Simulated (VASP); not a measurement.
# Hg (Pm-3n) in VASP: notebook

Hg is run at these levels: PBEsol; tasks: single point, relaxation of cell and atoms.

All numbers are computed with VASP 6.6.1; they aren't measurements. Logs are shortened: lines on timing, memory, paths and dates and some standing lists are left out, and cuts for length are marked.

### Step 1. The cell of the first run

Symmetry: Pm-3n, No. 223, cubic system. Conventional cell: a = 5.781 Å, b = 5.781 Å, c = 5.781 Å, α = 90.00°, β = 90.00°, γ = 90.00°. Within 4.3 Å of Hg (site symmetry m-3) lie 12 Hg at 3.23 Å. Hg (site symmetry -4m2) has 14 Hg at 2.89 to 3.54 Å within 3.8 Å.

### Step 2. Single point, PBEsol

The input, INCAR:

```
  ALGO = Normal
  EDIFF = 1E-6
  ENCUT = 520
  GGA = PS
  ISIF = 2
  ISMEAR = -1
  LASPH = T
  LCHARG = T
  LELF = T
  LREAL = F
  LVHAR = T
  LWAVE = F
  NBANDS = 58
  NELM = 100
  PREC = Accurate
  SIGMA = 0.1
```

The input, KPOINTS:

```
k-points
0
Gamma
  5 5 5
```

The input, POSCAR:

```
Hg
1.0
    5.7808830240      0.0000000000      0.0000000000
    0.0000000000      5.7808830240      0.0000000000
    0.0000000000      0.0000000000      5.7808830240
Hg
8
Direct
    0.0000000000      0.0000000000      0.0000000000
    0.5000000000      0.5000000000      0.5000000000
    0.2500000000      1.0000000000      0.5000000000
    0.7500000000      1.0000000000      0.5000000000
    0.5000000000      0.2500000000      1.0000000000
    0.5000000000      0.7500000000      1.0000000000
    1.0000000000      0.5000000000      0.2500000000
    1.0000000000      0.5000000000      0.7500000000
```

Potentials or basis: VASP PAW PBE potentials, release 64 (Hg).

Started as:

```bash
$ cat potpaw_PBE.64/Hg/POTCAR > POTCAR
$ mpirun -np 1 vasp_std > vasp.out
```

OUTCAR:

```text
EDIFF = 1E-6
   ENCUT = 520
   GGA = PS
   ISIF = 2
   ISMEAR = -1
   LASPH = T
   LREAL = F
   NELM = 100
   PREC = Accurate

 ion  position               nearest neighbor table
   1  0.000  0.000  0.000-   3 3.23   4 3.23   5 3.23   6 3.23   7 3.23   8 3.23   3 3.23   4 3.23
                             7 3.23   8 3.23   5 3.23   6 3.23
   2  0.500  0.500  0.500-   3 3.23   4 3.23   5 3.23   6 3.23   7 3.23   8 3.23   5 3.23   6 3.23
                             3 3.23   4 3.23   7 3.23   8 3.23
   3  0.250  0.000  0.500-   4 2.89   4 2.89   1 3.23   1 3.23   2 3.23   2 3.23   5 3.54   6 3.54
                             6 3.54   5 3.54   8 3.54   7 3.54   8 3.54   7 3.54
   4  0.750  0.000  0.500-   3 2.89   3 2.89   1 3.23   1 3.23   2 3.23   2 3.23   5 3.54   6 3.54
                             6 3.54   5 3.54   8 3.54   7 3.54   8 3.54   7 3.54
   5  0.500  0.250  0.000-   6 2.89   6 2.89   1 3.23   2 3.23   2 3.23   1 3.23   3 3.54   4 3.54
                             3 3.54   4 3.54   8 3.54   7 3.54   7 3.54   8 3.54
   6  0.500  0.750  0.000-   5 2.89   5 2.89   1 3.23   2 3.23   2 3.23   1 3.23   3 3.54   4 3.54
                             3 3.54   4 3.54   8 3.54   7 3.54   7 3.54   8 3.54
   7  0.000  0.500  0.250-   8 2.89   8 2.89   1 3.23   2 3.23   1 3.23   2 3.23   3 3.54   4 3.54
                             5 3.54   3 3.54   4 3.54   6 3.54   5 3.54   6 3.54
   8  0.000  0.500  0.750-   7 2.89   7 2.89   1 3.23   2 3.23   1 3.23   2 3.23   3 3.54   4 3.54
                             5 3.54   3 3.54   4 3.54   6 3.54   5 3.54   6 3.54

  LATTYP: Found a simple cubic cell.
 ALAT       =     5.7808830240

  Lattice vectors:

 A1 = (   5.7808830240,   0.0000000000,   0.0000000000)
 A2 = (   0.0000000000,   5.7808830240,   0.0000000000)
 A3 = (   0.0000000000,   0.0000000000,   5.7808830240)

Analysis of symmetry for initial positions (statically):
=====================================================================
 Subroutine PRICEL returns:
 Original cell was already a primitive cell.

 Routine SETGRP: Setting up the symmetry group for a
 simple cubic supercell.

 Subroutine GETGRP returns: Found 48 space group operations
 (whereof 24 operations were pure point group operations)
 out of a pool of 48 trial point group operations.

The static configuration has the point symmetry T_h .
 The point group associated with its full space group is O_h .

Analysis of symmetry for dynamics (positions and initial velocities):
=====================================================================
 Subroutine PRICEL returns:
 Original cell was already a primitive cell.

 Routine SETGRP: Setting up the symmetry group for a
 simple cubic supercell.

 Subroutine GETGRP returns: Found 48 space group operations
 (whereof 24 operations were pure point group operations)
[... 112 lines left out ...]
   NUPDOWN=      -1.0000    fix difference up-down
   EMIN   =  10.00;   EMAX   =-10.00  energy-range for DOS
   EFERMI =   0.00;   METHOD = LEGACY
   ISMEAR =    -1;   SIGMA  =   0.10  broadening in eV -4-tet -1-fermi 0-gaus
   EFERMI_NEDOS =   21; number of points for ismear=-14 and -15
   IALGO  =     38    algorithm
   IMIX   =      4    mixing-type and parameters
     AMIX     =   0.40;   BMIX     =  1.00
     AMIX_MAG =   1.60;   BMIX_MAG =  1.00
  volume/ion in A,a.u.               =      24.15       162.96
  Fermi-wavevector in a.u.,A,eV,Ry     =   1.296695  2.450398 22.877068  1.681417
  Thomas-Fermi vector in A             =   2.428135
   LORBIT       =      0    0 simple, 1 ext, 2 COOP (PROOUT), +10 PAW based schemes
   GGA     = PS    functional components
   LHFCALC =     F    Hartree Fock is set to
   AEXX    =    0.0000 exact exchange contribution
   IVDW    =     0    specifies the selected vdW correction
   LEPSILON=     F    determine dielectric tensor
   LRPA    =     F    only Hartree local field effects (RPA)
 non-spin polarized calculation
  energy-cutoff  :      520.00
  volume of cell :      193.19
 maximum number of plane-waves:      5230
 NGX is ok and might be reduce to    48
   NGX = 21   NGY = 21   NGZ = 21

 number of electron      96.0000024 magnetization

 Free energy of the ion-electron system (eV)
  ---------------------------------------------------
  ext. energy  EPLUGINS =         0.00000000
  ---------------------------------------------------
  free energy    TOTEN  =        -4.25128276 eV

  energy without entropy =       -4.16016524  energy(sigma->0) =       -4.20572400

 E-fermi :   2.4018     XC(G=0): -10.9155

 val. band max:        2.3025211222   @ k =   0.4000   0.0000   0.0000
 cond. band min:       2.4167602036   @ k =   0.2000   0.2000   0.2000
 fundamental gap:      0.1142390814
 Fermi energy:         2.4018449813

 k-point     1 :       0.0000    0.0000    0.0000
  band No.  band energies     occupation
      1      -6.6410      2.00000
      2      -5.8467      2.00000
      3      -5.8467      2.00000
      4      -5.3669      2.00000
      5      -5.1281      2.00000
      6      -5.1281      2.00000
[... 599 lines left out ...]
     57       8.4820      0.00000
     58       9.0837      0.00000

------------------------ aborting loop because EDIFF is reached ----------------------------------------

  FORCE on cell =-STRESS in cart. coord.  units (eV):
  Direction    XX          YY          ZZ          XY          YZ          ZX
  --------------------------------------------------------------------------------------
  -------------------------------------------------------------------------------------
  Total        0.4191963      0.4191963      0.4191963      0.0000000      0.0000000      0.0000000
  in kB        3.4765261      3.4765261      3.4765261      0.0000000      0.0000000      0.0000000
  external PRESSURE =       3.4765261 kB  Pullay stress =       0.0000000 kB

 VOLUME and BASIS-vectors are now :
 -----------------------------------------------------------------------------
  energy-cutoff  :      520.00
  volume of cell :      193.19
      direct lattice vectors                 reciprocal lattice vectors
     5.780883024  0.000000000  0.000000000     0.172983953  0.000000000  0.000000000
     0.000000000  5.780883024  0.000000000     0.000000000  0.172983953  0.000000000
     0.000000000  0.000000000  5.780883024     0.000000000  0.000000000  0.172983953

 POSITION                                       TOTAL-FORCE (eV/Angst)
 -----------------------------------------------------------------------------------
      0.00000      0.00000      0.00000        -0.000000      0.000000     -0.000000
      2.89044      2.89044      2.89044        -0.000000      0.000000     -0.000000
      1.44522      0.00000      2.89044         0.000000      0.000000     -0.000000
      4.33566      0.00000      2.89044        -0.000000      0.000000      0.000000
      2.89044      1.44522      0.00000        -0.000000     -0.000000      0.000000
      2.89044      4.33566      0.00000        -0.000000     -0.000000     -0.000000
      0.00000      2.89044      1.44522        -0.000000      0.000000     -0.000000
      0.00000      2.89044      4.33566         0.000000      0.000000      0.000000
 -----------------------------------------------------------------------------------
    total drift:                                0.000000     -0.000000      0.000000

  FREE ENERGIE OF THE ION-ELECTRON SYSTEM (eV)
  ---------------------------------------------------
  free  energy   TOTEN  =        -4.2512827622 eV

  energy  without entropy=       -4.1601652447  energy(sigma->0) =       -4.20572400
```

OSZICAR:

```text
N       E                     dE             d eps       ncg     rms          rms(c)
DAV:   1     0.851912634798E+03    0.85191E+03   -0.48999E+04  1160   0.162E+03
DAV:   2     0.293474031838E+02   -0.82257E+03   -0.78944E+03  1174   0.432E+02
DAV:   3    -0.434315086001E+01   -0.33691E+02   -0.32785E+02  1302   0.911E+01
DAV:   4    -0.465105300932E+01   -0.30790E+00   -0.30643E+00  1248   0.704E+00
DAV:   5    -0.465180197076E+01   -0.74896E-03   -0.74880E-03  1244   0.382E-01    0.102E+01
DAV:   6    -0.428373910218E+01    0.36806E+00   -0.99349E-01  1230   0.636E+00    0.764E+00
DAV:   7    -0.425391376950E+01    0.29825E-01   -0.16305E-01  1222   0.213E+00    0.312E+00
DAV:   8    -0.425118659014E+01    0.27272E-02   -0.20843E-02  1194   0.101E+00    0.244E-01
DAV:   9    -0.425120940791E+01   -0.22818E-04   -0.19734E-04  1294   0.966E-02    0.712E-02
DAV:  10    -0.425128267929E+01   -0.73271E-04   -0.55521E-05  1194   0.421E-02    0.101E-02
DAV:  11    -0.425128276218E+01   -0.82888E-07   -0.62001E-06  1234   0.163E-02
   1 F= -.42512828E+01 E0= -.42057240E+01  d E =-.911175E-01
```

It took 76 s on 1 thread of AMD EPYC 9R45 (Zen 5), shared host; peak memory 0.31 GiB.

Results:

```
Free energy            : -4.2513 eV
Pressure               : 0.3 GPa
Band gap on the k mesh : zero (bands 48 and 49 overlap by 0.43 eV)
```

Caveat: the PAW data sets were made with another functional, which shifts forces and pressure a little; spin-orbit coupling is left out, which moves the levels of the heavy elements.

### Step 3. Single point, PBEsol

The input, INCAR:

```
SYSTEM = Hg
  PREC = Accurate
  ENCUT = 520
  EDIFF = 1E-6
  ISMEAR = -1
  SIGMA = 0.1
  LREAL = .FALSE.
  LASPH = .TRUE.
  NELM = 60
  ALGO = Normal
  ISIF = 2
  LWAVE = .FALSE.
  LCHARG = .FALSE.
  GGA = PS
  NBANDS = 58
```

The input, KPOINTS:

```
Automatic mesh
0
G
  6 6 6
  0 0 0
```

POSCAR is that of step 2.

Potentials or basis: VASP PAW PBE potentials, release 64 (Hg).

Started as:

```bash
$ cat potpaw_PBE.64/Hg/POTCAR > POTCAR
$ mpirun -np 1 vasp_std > vasp.out
```

It took 2.1 min on 1 thread of AMD EPYC 9R45 (Zen 5), shared host; peak memory 0.37 GiB.

Results (log left out):

| Item | Value |
| --- | --- |
| Free energy | -4.2624 eV |
| Pressure | 0.2 GPa |
| Band gap on the k mesh | zero (bands 48 and 49 overlap by 1.04 eV) |

Levels at points of the mesh, in eV from the Fermi level:
```
           k point  band 45  band 46  band 47  band 48  band 49  band 50  band 51  band 52
(0.00, 0.00, 0.00)    -2.21    -2.21    -2.21     0.35     1.70     1.70     1.85     1.85
(0.50, 0.00, 0.00)    -1.96    -1.96    -0.69    -0.69    -0.69    -0.69     2.35     2.35
(0.50, 0.50, 0.00)    -1.80    -0.79    -0.79    -0.48     0.20     0.62     0.62     1.84
(0.50, 0.50, 0.50)    -4.23    -4.23    -3.95    -3.95     5.01     5.01     5.01     5.01
```

Caveat: the PAW data sets were made with another functional, which shifts forces and pressure a little; spin-orbit coupling is left out, which moves the levels of the heavy elements.

### Step 4. Relaxation of cell and atoms, PBEsol

This run uses another cell than the first one, of 23.07 Å³/atom.

The input, INCAR:

```
SYSTEM = Hg
ALGO = Normal
EDIFF = 1E-7
EDIFFG = -0.01
ENCUT = 600
GGA = PS
IBRION = 2
ISIF = 3
ISMEAR = -1
LASPH = .True.
LCHARG = .False.
LREAL = .False.
LWAVE = .False.
NELM = 80
NSW = 80
PREC = Accurate
SIGMA = 0.1
```

The input, KPOINTS:

```
k-points
0
Gamma
  5 5 5
  0 0 0
```

The input, POSCAR:

```
Hg
1.0
    5.6937108959      0.0000000000      0.0000000000
    0.0000000000      5.6937108959      0.0000000000
    0.0000000000      0.0000000000      5.6937108959
Hg
8
Direct
    0.0000000000      0.0000000000      0.0000000000
    0.5000000000      0.5000000000      0.5000000000
    0.2500000000      0.0000000000      0.5000000000
    0.7500000000      0.0000000000      0.5000000000
    0.5000000000      0.2500000000      0.0000000000
    0.5000000000      0.7500000000      0.0000000000
    0.0000000000      0.5000000000      0.2500000000
    0.0000000000      0.5000000000      0.7500000000
```

Potentials or basis: VASP PAW PBE potentials, release 64 (Hg).

Started as:

```bash
$ cat potpaw_PBE.64/Hg/POTCAR > POTCAR
$ mpirun -np 1 vasp_std > vasp.out
```

OUTCAR:

```text
SYSTEM = Hg
   EDIFF = 1E-7
   EDIFFG = -0.01
   ENCUT = 600
   GGA = PS
   IBRION = 2
   ISIF = 3
   ISMEAR = -1
   LASPH = .True.
   LREAL = .False.
   NELM = 80
   NSW = 80
   PREC = Accurate

 ion  position               nearest neighbor table
   1  0.000  0.000  0.000-   3 3.18   4 3.18   5 3.18   6 3.18   7 3.18   8 3.18   3 3.18   4 3.18
                             7 3.18   8 3.18   5 3.18   6 3.18
   2  0.500  0.500  0.500-   3 3.18   4 3.18   5 3.18   6 3.18   7 3.18   8 3.18   5 3.18   6 3.18
                             3 3.18   4 3.18   7 3.18   8 3.18
   3  0.250  0.000  0.500-   4 2.85   4 2.85   1 3.18   1 3.18   2 3.18   2 3.18   8 3.49   7 3.49
                             8 3.49   7 3.49   6 3.49   5 3.49   5 3.49   6 3.49
   4  0.750  0.000  0.500-   3 2.85   3 2.85   1 3.18   1 3.18   2 3.18   2 3.18   8 3.49   7 3.49
                             8 3.49   7 3.49   6 3.49   5 3.49   5 3.49   6 3.49
   5  0.500  0.250  0.000-   6 2.85   6 2.85   1 3.18   2 3.18   2 3.18   1 3.18   8 3.49   7 3.49
                             7 3.49   8 3.49   3 3.49   4 3.49   3 3.49   4 3.49
   6  0.500  0.750  0.000-   5 2.85   5 2.85   1 3.18   2 3.18   2 3.18   1 3.18   8 3.49   7 3.49
                             7 3.49   8 3.49   3 3.49   4 3.49   3 3.49   4 3.49
   7  0.000  0.500  0.250-   8 2.85   8 2.85   1 3.18   2 3.18   1 3.18   2 3.18   3 3.49   4 3.49
                             5 3.49   3 3.49   4 3.49   6 3.49   5 3.49   6 3.49
   8  0.000  0.500  0.750-   7 2.85   7 2.85   1 3.18   2 3.18   1 3.18   2 3.18   3 3.49   4 3.49
                             5 3.49   3 3.49   4 3.49   6 3.49   5 3.49   6 3.49

  LATTYP: Found a simple cubic cell.
 ALAT       =     5.6937108959

  Lattice vectors:

 A1 = (   5.6937108959,   0.0000000000,   0.0000000000)
 A2 = (   0.0000000000,   5.6937108959,   0.0000000000)
 A3 = (   0.0000000000,   0.0000000000,   5.6937108959)

Analysis of symmetry for initial positions (statically):
=====================================================================
 Subroutine PRICEL returns:
 Original cell was already a primitive cell.

 Routine SETGRP: Setting up the symmetry group for a
 simple cubic supercell.

 Subroutine GETGRP returns: Found 48 space group operations
 (whereof 24 operations were pure point group operations)
 out of a pool of 48 trial point group operations.

The static configuration has the point symmetry T_h .
[... 128 lines left out ...]
   EFERMI_NEDOS =   21; number of points for ismear=-14 and -15
   IALGO  =     38    algorithm
   IMIX   =      4    mixing-type and parameters
     AMIX     =   0.40;   BMIX     =  1.00
     AMIX_MAG =   1.60;   BMIX_MAG =  1.00
  volume/ion in A,a.u.               =      23.07       155.70
  Fermi-wavevector in a.u.,A,eV,Ry     =   1.316547  2.487914 23.582938  1.733297
  Thomas-Fermi vector in A             =   2.446652
   LORBIT       =      0    0 simple, 1 ext, 2 COOP (PROOUT), +10 PAW based schemes
   GGA     = PS    functional components
   LHFCALC =     F    Hartree Fock is set to
   AEXX    =    0.0000 exact exchange contribution
   IVDW    =     0    specifies the selected vdW correction
   LEPSILON=     F    determine dielectric tensor
   LRPA    =     F    only Hartree local field effects (RPA)
 conjugate gradient relaxation of ions
 non-spin polarized calculation
  energy-cutoff  :      600.00
  volume of cell :      184.58
 maximum number of plane-waves:      6187
 NGX is ok and might be reduce to    48
   NGX = 23   NGY = 23   NGZ = 23

--------------------------------------- Ionic step        1  -------------------------------------------

 number of electron      95.9999999 magnetization

 Free energy of the ion-electron system (eV)
  ---------------------------------------------------
  ext. energy  EPLUGINS =         0.00000000
  ---------------------------------------------------
  free energy    TOTEN  =        -4.18198162 eV

  energy without entropy =       -4.07741038  energy(sigma->0) =       -4.12969600

------------------------ aborting loop because EDIFF is reached ----------------------------------------

  FORCE on cell =-STRESS in cart. coord.  units (eV):
  Direction    XX          YY          ZZ          XY          YZ          ZX
  --------------------------------------------------------------------------------------
  -------------------------------------------------------------------------------------
  Total        2.4934633      2.4934633      2.4934633      0.0000000      0.0000000     -0.0000000
  in kB       21.6434917     21.6434917     21.6434917      0.0000000      0.0000000     -0.0000000
  external PRESSURE =      21.6434917 kB  Pullay stress =       0.0000000 kB
[... 71 lines left out ...]
--------------------------------------- Ionic step        3  -------------------------------------------

 number of electron      96.0000023 magnetization

 Free energy of the ion-electron system (eV)
  ---------------------------------------------------
  ext. energy  EPLUGINS =         0.00000000
  ---------------------------------------------------
  free energy    TOTEN  =        -4.25153689 eV

  energy without entropy =       -4.16540474  energy(sigma->0) =       -4.20847081

 E-fermi :   2.2727     XC(G=0): -10.8359

 val. band max:        2.2716569964   @ k =   0.2000   0.2000   0.2000
 cond. band min:       2.4250445267   @ k =   0.4000   0.2000   0.0000
 fundamental gap:      0.1533875304
 Fermi energy:         2.2727074257

 k-point     1 :       0.0000    0.0000    0.0000
  band No.  band energies     occupation
      1      -6.6375      2.00000
      2      -5.8747      2.00000
      3      -5.8747      2.00000
      4      -5.4073      2.00000
      5      -5.1743      2.00000
      6      -5.1743      2.00000
[... 624 lines left out ...]
  FREE ENERGIE OF THE ION-ELECTRON SYSTEM (eV)
  ---------------------------------------------------
  free  energy   TOTEN  =        -4.2515368854 eV

  energy  without entropy=       -4.1654047408  energy(sigma->0) =       -4.20847081

 reached required accuracy - stopping structural energy minimisation
```

Run time: 3.7 min. Hardware: 1 thread of AMD EPYC 9R45 (Zen 5), shared host; peak memory 0.35 GiB.

Results:

```yaml
Free_energy: -4.2515 eV
Relaxed_volume: 24.50 Å³/atom
Relaxed_cell: a = 5.809 Å, b = 5.809 Å, c = 5.809 Å, α = 90.00°, β = 90.00°, γ = 90.00°
Space_group_after_relaxing_to_0.1_Å: Pm-3n (No. 223)
Energy_gained_by_relaxing: 8.7 meV/atom
Ionic_steps: 3
Pressure_after_relaxing: 0.0 GPa
Band_gap_on_the_k_mesh: zero (bands 48 and 49 overlap by 0.38 eV)
```

The path:
| step | energy change (eV) | largest force (eV/Å) | pressure (GPa) | volume (Å³) |
| --- | --- | --- | --- | --- |
| 1 | 0.0000 | 0.0000 | 2.16 | 184.58 |
| 2 | -0.0657 | 0.0000 | 0.44 | 193.03 |
| 3 | -0.0696 | 0.0000 | -0.02 | 196.01 |

Final structure:
```xyz
8
Lattice="5.8089 0.0000 0.0000 0.0000 5.8089 0.0000 0.0000 0.0000 5.8089" Properties=species:S:1:pos:R:3 pbc="T T T"
Hg    0.0000    0.0000    0.0000
Hg    2.9045    2.9045    2.9045
Hg    1.4522    0.0000    2.9045
Hg    4.3567    0.0000    2.9045
Hg    2.9045    1.4522    0.0000
Hg    2.9045    4.3567    0.0000
Hg    0.0000    2.9045    1.4522
Hg    0.0000    2.9045    4.3567
```

Caveat: the PAW data sets were made with another functional, which shifts forces and pressure a little; spin-orbit coupling is left out, which moves the levels of the heavy elements.

### Step 5. Summary

| task | cell | k mesh | cutoff (eV) | gap on the mesh (eV) | pressure (GPa) |
| --- | --- | --- | --- | --- | --- |
| single point | a = 5.781 Å, 8 atoms | 5 × 5 × 5 | 520 | none | 0.3 |
| single point | a = 5.781 Å, 8 atoms | 6 × 6 × 6 | 520 | none | 0.2 |
| relaxation of cell and atoms | relaxed from a = 5.694 Å, 8 atoms | 5 × 5 × 5 | 600 | none | 0.0 |

Alike in all rows: level PBEsol; potentials or basis VASP PAW PBE potentials, release 64 (Hg); no spin polarisation; smearing fermi-dirac 0.1 eV.

Caveats: the PAW data sets were made with another functional, which shifts forces and pressure a little; spin-orbit coupling is left out, which moves the levels of the heavy elements.

Total energies depend on the potentials used, so only differences within one code and one set of settings carry meaning.

The gap in the log of VASP goes by the Fermi energy; the results here count the filled bands.